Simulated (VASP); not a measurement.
# TiO2 (P4_2/mnm) in VASP: notebook, part 2 of 2

VASP 6.6.1. The steps go on from the part before.

### Step 3. Single point, PBE

INCAR

```
SYSTEM = TiO2
PREC = Accurate
ENCUT = 600
EDIFF = 1E-6
ISMEAR = 0
SIGMA = 0.02
LREAL = .False.
LASPH = .True.
NELM = 120
ALGO = Normal
ISIF = 2
LWAVE = .False.
LCHARG = .True.
GGA = PE
LELF = .True.
LVHAR = .True.
NBANDS = 33
GGA_COMPAT = .False.
```

KPOINTS

```
Automatic mesh
0
Gamma
  6 6 10
  0 0 0
```

POSCAR

```
TiO2
1.0
    4.6428539515      0.0000000000      0.0000000000
    0.0000000000      4.6428539515      0.0000000000
    0.0000000000      0.0000000000      2.9635945014
Ti O
2 4
Direct
    0.0000000000      0.0000000000      0.0000000000
    0.5000000000      0.5000000000      0.5000000000
    0.3050557501      0.3050557501      0.0000000000
    0.1949442499      0.8050557501      0.5000000000
    0.6949442499      0.6949442499      0.0000000000
    0.8050557501      0.1949442499      0.5000000000
```

Potentials or basis: VASP PAW PBE potentials, release 64 (Ti_sv, O).

The run is started by

```sh
$ cat potpaw_PBE.64/Ti_sv/POTCAR potpaw_PBE.64/O/POTCAR > POTCAR
$ mpirun -np 1 vasp_std > vasp.out
```

OUTCAR:

```text
SYSTEM = TiO2
   PREC = Accurate
   ENCUT = 600
   EDIFF = 1E-6
   ISMEAR = 0
   LREAL = .False.
   LASPH = .True.
   NELM = 120
   ISIF = 2
   GGA = PE

 ion  position               nearest neighbor table
   1  0.000  0.000  0.000-   4 1.96   6 1.96   4 1.96   6 1.96   5 2.00   3 2.00
   2  0.500  0.500  0.500-   3 1.96   5 1.96   3 1.96   5 1.96   4 2.00   6 2.00
   3  0.305  0.305  0.000-   2 1.96   2 1.96   1 2.00
   4  0.195  0.805  0.500-   1 1.96   1 1.96   2 2.00
   5  0.695  0.695  0.000-   2 1.96   2 1.96   1 2.00
   6  0.805  0.195  0.500-   1 1.96   1 1.96   2 2.00

  LATTYP: Found a simple tetragonal cell.
 ALAT       =     4.6428539515
 C/A-ratio  =     0.6383131006

  Lattice vectors:

 A1 = (   4.6428539515,   0.0000000000,   0.0000000000)
 A2 = (   0.0000000000,   4.6428539515,   0.0000000000)
 A3 = (   0.0000000000,   0.0000000000,   2.9635945014)

Analysis of symmetry for initial positions (statically):
=====================================================================
 Subroutine PRICEL returns:
 Original cell was already a primitive cell.

[... 183 lines left out ...]
 cond. band min:       6.4131359697   @ k =   0.0000   0.0000   0.0000
 fundamental gap:      1.8338853484
 Fermi energy:         4.7004764296

 k-point     1 :       0.0000    0.0000    0.0000
  band No.  band energies     occupation
      1     -52.3802      2.00000
      2     -52.3653      2.00000
      3     -28.6674      2.00000
      4     -28.6674      2.00000
      5     -28.5174      2.00000
      6     -28.5174      2.00000
[... 853 lines left out ...]
     32       9.7645      0.00000
     33      10.9180      0.00000

 [... further k-points ...]

------------------------ aborting loop because EDIFF is reached ----------------------------------------

  FORCE on cell =-STRESS in cart. coord.  units (eV):
  Direction    XX          YY          ZZ          XY          YZ          ZX
  --------------------------------------------------------------------------------------
  -------------------------------------------------------------------------------------
  Total        0.1440291      0.1440291      0.2730406      0.0000000      0.0000000      0.0000000
  in kB        3.6122024      3.6122024      6.8477684      0.0000000      0.0000000      0.0000000
  external PRESSURE =       4.6907244 kB  Pullay stress =       0.0000000 kB

 VOLUME and BASIS-vectors are now :
 -----------------------------------------------------------------------------
  energy-cutoff  :      600.00
  volume of cell :       63.88
      direct lattice vectors                 reciprocal lattice vectors
     4.642853952  0.000000000  0.000000000     0.215384763  0.000000000  0.000000000
     0.000000000  4.642853952  0.000000000     0.000000000  0.215384763  0.000000000
     0.000000000  0.000000000  2.963594501     0.000000000  0.000000000  0.337428079

 POSITION                                       TOTAL-FORCE (eV/Angst)
 -----------------------------------------------------------------------------------
      0.00000      0.00000      0.00000        -0.000000      0.000000      0.000000
      2.32143      2.32143      1.48180        -0.000000      0.000000      0.000000
      1.41633      1.41633      0.00000        -0.013652     -0.013652      0.000000
      0.90510      3.73776      1.48180         0.013652     -0.013652      0.000000
      3.22652      3.22652      0.00000         0.013652      0.013652     -0.000000
      3.73776      0.90510      1.48180        -0.013652      0.013652     -0.000000
 -----------------------------------------------------------------------------------
    total drift:                               -0.000000     -0.000000     -0.000000

  FREE ENERGIE OF THE ION-ELECTRON SYSTEM (eV)
  ---------------------------------------------------
  free  energy   TOTEN  =       -53.6845103696 eV

  energy  without entropy=      -53.6845103696  energy(sigma->0) =      -53.68451037
```

stdout:

```text
POSCAR found type information on POSCAR TiO
 POSCAR found :  2 types and       6 ions
 scaLAPACK will be used
 LDA part: xc-table for (Slater+PW92), standard interpolation
 POSCAR, INCAR and KPOINTS ok, starting setup
 FFT: planning ... GRIDC
 FFT: planning ... GRID_SOFT
 FFT: planning ... GRID
 WAVECAR not read
 entering main loop
```

It took 4 min on 1 thread of Intel Xeon 8259CL, shared host; peak memory 0.27 GiB.

What came out:

```yaml
Free_energy: -53.6845 eV
Pressure: 0.5 GPa
Largest_force: 0.019 eV/Å
Band_gap_on_the_k_mesh: 1.83 eV, direct
```

Forces in eV/Å, atoms in the order of the input:
```
Ti   0.000  0.000  0.000
Ti   0.000  0.000  0.000
O   -0.014 -0.014  0.000
O    0.014 -0.014  0.000
O    0.014  0.014  0.000
O   -0.014  0.014  0.000
```

Stress tensor (GPa, compression positive):
```
0.36 0.00 0.00
0.00 0.36 0.00
0.00 0.00 0.68
```

### Step 4. Relaxation of cell and atoms, PBE

This run uses another cell than the first one, of 10.41 Å³/atom, 0.978 times its volume.

INCAR

```
PREC = Accurate
ENCUT = 600
EDIFF = 1E-7
ISMEAR = 0
SIGMA = 0.1
LREAL = F
LASPH = T
NELM = 120
ALGO = Normal
ISIF = 3
LWAVE = F
LCHARG = F
GGA = PE
IBRION = 2
NSW = 60
EDIFFG = -0.04
GGA_COMPAT = F
NELMIN = 4
```

KPOINTS

```
regular mesh
0
Gamma
  4 4 6
```

POSCAR

```
TiO2
1.0
    4.5940000000      0.0000000000      0.0000000000
    0.0000000000      4.5940000000      0.0000000000
    0.0000000000      0.0000000000      2.9590000000
Ti O
2 4
Direct
    0.0000000000      0.0000000000      0.0000000000
    0.5000000000      0.5000000000      0.5000000000
    0.3060000000      0.3060000000      0.0000000000
    0.1940000000      0.8060000000      0.5000000000
    0.6940000000      0.6940000000      0.0000000000
    0.8060000000      0.1940000000      0.5000000000
```

Potentials or basis: VASP PAW PBE potentials, release 64 (Ti_sv, O).

The run is started by

```sh
$ cat potpaw_PBE.64/Ti_sv/POTCAR potpaw_PBE.64/O/POTCAR > POTCAR
$ mpirun -np 1 vasp_std > vasp.out
```

OUTCAR:

```text
PREC = Accurate
   ENCUT = 600
   EDIFF = 1E-7
   ISMEAR = 0
   LREAL = F
   LASPH = T
   NELM = 120
   ISIF = 3
   GGA = PE
   IBRION = 2
   NSW = 60
   EDIFFG = -0.04
   NELMIN = 4

 ion  position               nearest neighbor table
   1  0.000  0.000  0.000-   4 1.94   6 1.94   4 1.94   6 1.94   5 1.99   3 1.99
   2  0.500  0.500  0.500-   3 1.94   5 1.94   3 1.94   5 1.94   4 1.99   6 1.99
   3  0.306  0.306  0.000-   2 1.94   2 1.94   1 1.99
   4  0.194  0.806  0.500-   1 1.94   1 1.94   2 1.99
   5  0.694  0.694  0.000-   2 1.94   2 1.94   1 1.99
   6  0.806  0.194  0.500-   1 1.94   1 1.94   2 1.99

  LATTYP: Found a simple tetragonal cell.
 ALAT       =     4.5940000000
 C/A-ratio  =     0.6441010013

  Lattice vectors:

 A1 = (   4.5940000000,   0.0000000000,   0.0000000000)
 A2 = (   0.0000000000,   4.5940000000,   0.0000000000)
 A3 = (   0.0000000000,   0.0000000000,   2.9590000000)

Analysis of symmetry for initial positions (statically):
=====================================================================
 Subroutine PRICEL returns:
 Original cell was already a primitive cell.

 Routine SETGRP: Setting up the symmetry group for a
 simple tetragonal supercell.

 Subroutine GETGRP returns: Found 16 space group operations
 (whereof  8 operations were pure point group operations)
 out of a pool of 16 trial point group operations.

The static configuration has the point symmetry D_2h.
 The point group associated with its full space group is D_4h.

Analysis of symmetry for dynamics (positions and initial velocities):
=====================================================================
 Subroutine PRICEL returns:
 Original cell was already a primitive cell.

 Routine SETGRP: Setting up the symmetry group for a
 simple tetragonal supercell.

 Subroutine GETGRP returns: Found 16 space group operations
 (whereof  8 operations were pure point group operations)
 out of a pool of 16 trial point group operations.

The dynamic configuration has the point symmetry D_2h.
[... 116 lines left out ...]
   TEBEG  =    0.0;   TEEND  =   0.0 temperature during run
   PSTRESS=    0.0 pullay stress
   NELECT =      48.0000    total number of electrons
   NUPDOWN=      -1.0000    fix difference up-down
   EMIN   =  10.00;   EMAX   =-10.00  energy-range for DOS
   EFERMI =   0.00;   METHOD = LEGACY
   ISMEAR =     0;   SIGMA  =   0.10  broadening in eV -4-tet -1-fermi 0-gaus
   EFERMI_NEDOS =   21; number of points for ismear=-14 and -15
   IALGO  =     38    algorithm
   IMIX   =      4    mixing-type and parameters
     AMIX     =   0.40;   BMIX     =  1.00
     AMIX_MAG =   1.60;   BMIX_MAG =  1.00
  volume/ion in A,a.u.               =      10.41        70.24
  Fermi-wavevector in a.u.,A,eV,Ry     =   1.499614  2.833860 30.597370  2.248843
  Thomas-Fermi vector in A             =   2.611221
   LORBIT       =      0    0 simple, 1 ext, 2 COOP (PROOUT), +10 PAW based schemes
   GGA     = PE    functional components
   LHFCALC =     F    Hartree Fock is set to
   AEXX    =    0.0000 exact exchange contribution
   IVDW    =     0    specifies the selected vdW correction
   LEPSILON=     F    determine dielectric tensor
   LRPA    =     F    only Hartree local field effects (RPA)
 conjugate gradient relaxation of ions
 non-spin polarized calculation
 Gauss-broadening in eV      SIGMA  =   0.10
  energy-cutoff  :      600.00
  volume of cell :       62.45
 maximum number of plane-waves:      2104
 NGX is ok and might be reduce to    40
   NGX = 19   NGY = 19   NGZ = 11

--------------------------------------- Ionic step        1  -------------------------------------------

 number of electron      47.9999988 magnetization

 Free energy of the ion-electron system (eV)
  ---------------------------------------------------
  ext. energy  EPLUGINS =         0.00000000
  ---------------------------------------------------
  free energy    TOTEN  =       -53.64789428 eV

  energy without entropy =      -53.64789428  energy(sigma->0) =      -53.64789428

------------------------ aborting loop because EDIFF is reached ----------------------------------------

  FORCE on cell =-STRESS in cart. coord.  units (eV):
  Direction    XX          YY          ZZ          XY          YZ          ZX
  --------------------------------------------------------------------------------------
  -------------------------------------------------------------------------------------
  Total        2.3506181      2.3506181      2.1660113      0.0000000      0.0000000      0.0000000
  in kB       60.3067209     60.3067209     55.5705052      0.0000000      0.0000000      0.0000000
  external PRESSURE =      58.7279823 kB  Pullay stress =       0.0000000 kB
[... 147 lines left out ...]
--------------------------------------- Ionic step        5  -------------------------------------------

 number of electron      47.9999981 magnetization

 Free energy of the ion-electron system (eV)
  ---------------------------------------------------
  ext. energy  EPLUGINS =         0.00000000
  ---------------------------------------------------
  free energy    TOTEN  =       -53.67962291 eV

  energy without entropy =      -53.67962291  energy(sigma->0) =      -53.67962291

 E-fermi :   5.1766     XC(G=0): -11.2809

 val. band max:        4.5803461090   @ k =   0.0000   0.0000   0.0000
 cond. band min:       6.4001231994   @ k =   0.0000   0.0000   0.0000
 fundamental gap:      1.8197770904
 Fermi energy:         5.1766140586

 k-point     1 :       0.0000    0.0000    0.0000
  band No.  band energies     occupation
      1     -52.4005      2.00000
      2     -52.3857      2.00000
      3     -28.6862      2.00000
      4     -28.6862      2.00000
      5     -28.5369      2.00000
      6     -28.5369      2.00000
[... 766 lines left out ...]
  FREE ENERGIE OF THE ION-ELECTRON SYSTEM (eV)
  ---------------------------------------------------
  free  energy   TOTEN  =       -53.6796229090 eV

  energy  without entropy=      -53.6796229090  energy(sigma->0) =      -53.67962291

 reached required accuracy - stopping structural energy minimisation
```

OSZICAR:

```text
N       E                     dE             d eps       ncg     rms          rms(c)
DAV:   1     0.726655794737E+03    0.72666E+03   -0.27190E+04  1344   0.224E+03
DAV:   2     0.660587930270E+02   -0.66060E+03   -0.64054E+03  1388   0.624E+02
DAV:   3    -0.649064872676E+02   -0.13097E+03   -0.12749E+03  2128   0.227E+02
[... 57 lines left out ...]
DAV:   4    -0.536796234757E+02    0.20545E-03   -0.10902E-03  1844   0.287E-01    0.236E-02
DAV:   5    -0.536796220436E+02    0.14321E-05   -0.96066E-05  1696   0.949E-02    0.103E-02
DAV:   6    -0.536796226535E+02   -0.60988E-06   -0.69701E-06  1728   0.218E-02    0.412E-03
DAV:   7    -0.536796228442E+02   -0.19067E-06   -0.42399E-07  1332   0.590E-03    0.182E-03
DAV:   8    -0.536796229090E+02   -0.64882E-07   -0.12304E-07   904   0.355E-03
   5 F= -.53679623E+02 E0= -.53679623E+02  d E =-.177037E-02
```

It took 4.5 min on 1 thread of Intel Xeon 8259CL, shared host; peak memory 0.22 GiB.

Results:

```
Free energy                            : -53.6796 eV
Relaxed volume                         : 10.66 Å³/atom
Relaxed cell                           : a = 4.640 Å, b = 4.640 Å, c = 2.971 Å, α = 90.00°, β = 90.00°, γ = 90.00°
Space group after relaxing (to 0.05 Å) : P4_2/mnm (No. 136)
Energy gained by relaxing              : 5.3 meV/atom
Ionic steps                            : 5
Pressure after relaxing                : 0.1 GPa
Band gap on the k mesh                 : 1.82 eV, direct
```

The path:
```tsv
step	energy change (eV)	largest force (eV/Å)	pressure (GPa)	volume (Å³)
1	0.0000	0.2603	5.87	62.45
2	0.0170	0.2385	-6.82	65.96
3	-0.0300	0.0213	-0.13	63.97
4	-0.0300	0.0257	-0.01	63.94
5	-0.0317	0.0010	0.07	63.97
```

Final structure:
```xyz
6
Lattice="4.6401 0.0000 0.0000 0.0000 4.6401 0.0000 0.0000 0.0000 2.9709" Properties=species:S:1:pos:R:3 pbc="T T T"
Ti    0.0000    0.0000    0.0000
Ti    2.3200    2.3200    1.4855
O     1.4151    1.4151    2.9709
O     0.9050    3.7351    1.4855
O     3.2250    3.2250    0.0000
O     3.7351    0.9050    1.4855
```

Levels at points of the mesh, in eV from the valence-band top:
| k point | band 21 | band 22 | band 23 | band 24 | band 25 | band 26 | band 27 | band 28 |
| --- | --- | --- | --- | --- | --- | --- | --- | --- |
| (0.00, 0.00, 0.00) | -0.68 | -0.44 | -0.44 | 0.00 | 1.82 | 2.10 | 2.36 | 2.44 |
| (0.50, 0.00, 0.00) | -1.58 | -1.58 | -0.72 | -0.72 | 2.46 | 2.46 | 2.93 | 2.93 |
| (0.50, 0.50, 0.00) | -1.27 | -1.27 | -1.05 | -1.05 | 1.85 | 1.85 | 2.46 | 2.46 |
| (0.00, 0.00, 0.50) | -2.25 | -2.25 | -1.40 | -1.40 | 2.87 | 2.87 | 3.10 | 3.10 |
| (0.50, 0.00, 0.50) | -1.99 | -1.99 | -0.99 | -0.99 | 1.87 | 1.87 | 3.12 | 3.12 |
| (0.50, 0.50, 0.50) | -1.22 | -1.22 | -0.67 | -0.67 | 2.52 | 2.52 | 3.14 | 3.14 |

A k mesh can miss the band edges. PBE gaps usually lie below the measured ones, often by a third to a half.

### Step 5. Relaxation of cell and atoms, PBE

INCAR

```
ALGO = Normal ; EDIFF = 1E-7
EDIFFG = -0.02 ; ENCUT = 600
GGA = PE ; GGA_COMPAT = False
IBRION = 2 ; ISIF = 3
ISMEAR = 0 ; LASPH = True
LCHARG = False ; LREAL = False
LWAVE = False ; NELM = 120
NELMIN = 4 ; NSW = 70
PREC = Accurate ; SIGMA = 0.02
```

KPOINTS

```
k-points
0
Gamma
  6 6 10
```

POSCAR

```
TiO2
1.0
    4.6403140504      0.0000000000      0.0000000000
    0.0000000000      4.6403140504      0.0000000000
    0.0000000000      0.0000000000      2.9650160084
Ti O
2 4
Direct
    0.0000000000      0.0000000000      0.0000000000
    0.5000000000      0.5000000000      0.5000000000
    0.3051378912      0.3051378912      0.0000000000
    0.1948621088      0.8051378912      0.5000000000
    0.6948621088      0.6948621088      0.0000000000
    0.8051378912      0.1948621088      0.5000000000
```

The run is started by

```sh
$ cat potpaw_PBE.64/Ti_sv/POTCAR potpaw_PBE.64/O/POTCAR > POTCAR
$ mpirun -np 1 vasp_std > vasp.out
```

It took 6.4 min on 1 thread of Intel Xeon 8259CL, shared host; peak memory 0.27 GiB.

It converged, with:

| Property | Result |
| --- | --- |
| Free energy | -53.6846 eV |
| Relaxed volume | 10.67 Å³/atom |
| Relaxed cell | a = 4.644 Å, b = 4.644 Å, c = 2.968 Å, α = 90.00°, β = 90.00°, γ = 90.00° |
| Space group after relaxing (to 0.05 Å) | P4_2/mnm (No. 136) |
| Energy gained by relaxing | 0.1 meV/atom |
| Ionic steps | 3 |
| Pressure after relaxing | 0.0 GPa |
| Largest force after relaxing | 0.007 eV/Å |
| Band gap on the k mesh | 1.83 eV, direct |

Forces in eV/Å, atoms in the order of the input:
```
Ti   0.000  0.000  0.000
Ti   0.000  0.000  0.000
O   -0.005 -0.005  0.000
O    0.005 -0.005  0.000
O    0.005  0.005  0.000
O   -0.005  0.005  0.000
```

Stress tensor (GPa, compression positive):
```
 0.02  0.00  0.00
 0.00  0.02  0.00
 0.00  0.00 -0.08
```

The path:
```tsv
step	energy change (eV)	largest force (eV/Å)	pressure (GPa)	volume (Å³)
1	0.0000	0.0325	0.62	63.84
2	0.0003	0.0274	-0.82	64.22
3	-0.0003	0.0067	-0.01	64.01
```

Final structure:
```
CELL_PARAMETERS angstrom
4.64405 0.00000 0.00000
0.00000 4.64405 0.00000
0.00000 0.00000 2.96775
ATOMIC_POSITIONS crystal
Ti 0.00000 0.00000 0.00000
Ti 0.50000 0.50000 0.50000
O 0.30504 0.30504 0.00000
O 0.19496 0.80504 0.50000
O 0.69496 0.69496 0.00000
O 0.80504 0.19496 0.50000
```

Levels at points of the mesh, in eV from the valence-band top:
| k point | band 21 | band 22 | band 23 | band 24 | band 25 | band 26 | band 27 | band 28 |
| --- | --- | --- | --- | --- | --- | --- | --- | --- |
| (0.00, 0.00, 0.00) | -0.67 | -0.43 | -0.43 | 0.00 | 1.83 | 2.11 | 2.37 | 2.45 |
| (0.50, 0.00, 0.00) | -1.56 | -1.56 | -0.71 | -0.71 | 2.47 | 2.47 | 2.93 | 2.93 |
| (0.50, 0.50, 0.00) | -1.25 | -1.25 | -1.04 | -1.04 | 1.86 | 1.86 | 2.47 | 2.47 |
| (0.00, 0.00, 0.50) | -2.23 | -2.23 | -1.40 | -1.40 | 2.87 | 2.87 | 3.12 | 3.12 |
| (0.50, 0.00, 0.50) | -1.99 | -1.99 | -0.99 | -0.99 | 1.87 | 1.87 | 3.14 | 3.14 |
| (0.50, 0.50, 0.50) | -1.21 | -1.21 | -0.67 | -0.67 | 2.52 | 2.52 | 3.14 | 3.14 |

A k mesh can miss the band edges. A hybrid or GW would open this gap; PBE tends to underestimate it.

### Step 6. The runs side by side

| task | cell | k mesh | smearing | gap on the mesh (eV) | pressure (GPa) | relaxed volume (Å³/atom) | largest force (eV/Å) |
| --- | --- | --- | --- | --- | --- | --- | --- |
| single point | a = 4.640, b = 4.640, c = 2.965 Å, 6 atoms | 4 × 4 × 6 | gaussian 0.1 eV | 1.84 | 0.6 | - | 0.03 |
| single point | a = 4.643, b = 4.643, c = 2.964 Å, 6 atoms | 6 × 6 × 10 | gaussian 0.02 eV | 1.83 | 0.5 | - | 0.02 |
| relaxation of cell and atoms | relaxed from a = 4.594, b = 4.594, c = 2.959 Å, 6 atoms | 4 × 4 × 6 | gaussian 0.1 eV | 1.82 | 0.1 | 10.66 | - |
| relaxation of cell and atoms | relaxed from a = 4.640, b = 4.640, c = 2.965 Å, 6 atoms | 6 × 6 × 10 | gaussian 0.02 eV | 1.83 | 0.0 | 10.67 | 0.01 |

Alike in all rows: level PBE; potentials or basis VASP PAW PBE potentials, release 64 (Ti_sv, O); no spin polarisation; cutoff (eV) 600.

Absolute energies hang on the potentials; compare differences alone.

### Step 7. Against experiment

Step 2. Measured gap of TiO2: 3.03 eV (direct; 1.6 K; quoted in “Shallow Valence Band of Rutile GeO2 and P-type Doping”, 2020, arxiv:2011.08928). This calculation gives 1.84 eV (-1.19 eV). 2 values of this kind are on record in papers (3.03 to 3.05 eV); this one was drawn at random among those near their median. The value is that of PBE on a finite k mesh, which can miss the band edges, without temperature or zero-point motion. Semilocal functionals fall short of measured gaps as a rule.

Step 3. Measured gap of TiO2: 3.03 eV (direct; 1.6 K; quoted in “Shallow Valence Band of Rutile GeO2 and P-type Doping”, 2020, arxiv:2011.08928). This calculation gives 1.83 eV (-1.20 eV). 2 values of this kind are on record in papers (3.03 to 3.05 eV); this one was drawn at random among those near their median. The value is that of PBE on a finite k mesh, which can miss the band edges, without temperature or zero-point motion. Semilocal functionals fall short of measured gaps as a rule.
